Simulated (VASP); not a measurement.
Runs of VASP 6.6.1 on ZnS. The structure is that of space group P6_3mc (No. 186), or close to it. The cells are those of the table. 

```csv
cell,gap on the mesh (eV),pressure (GPa),largest force (eV/Å)
"a = 3.813, b = 3.813, c = 6.069 Å, angles 90.0, 90.0, 120.0°, 4 atoms",2.15,(b),0.25
"a = 3.813, b = 3.813, c = 6.068 Å, angles 90.0, 90.0, 120.0°, 4 atoms",2.12,-1.9,-
"a = 3.776, b = 3.776, c = 6.104 Å, angles 90.0, 90.0, 120.0°, 4 atoms",2.21,-0.8,-
"a = 3.720, b = 3.720, c = 6.161 Å, angles 90.0, 90.0, 120.0°, 4 atoms",2.23,(a),-
"a = 3.701, b = 3.701, c = 6.181 Å, angles 90.0, 90.0, 120.0°, 4 atoms",2.23,1.5,-
"a = 3.663, b = 3.663, c = 6.217 Å, angles 90.0, 90.0, 120.0°, 4 atoms",2.25,3.0,0.27
"a = 3.738, b = 3.738, c = 6.143 Å, angles 90.0, 90.0, 120.0°, 4 atoms",2.22,0.3,-
"a = 3.663, b = 3.663, c = 6.220 Å, angles 90.0, 90.0, 120.0°, 4 atoms",2.21,2.7,-
"a = 3.757, b = 3.757, c = 6.125 Å, angles 90.0, 90.0, 120.0°, 4 atoms",2.22,-0.3,-
```

Alike in all rows: task single point; level LDA; potentials or basis VASP PAW LDA potentials, release 64 (Zn, S); no spin polarisation; k mesh 6 × 6 × 4; cutoff (eV) 520; smearing gaussian 0.01 eV.

Q: Estimate the missing entries.

A: (a) 0.9; (b) -1.8.

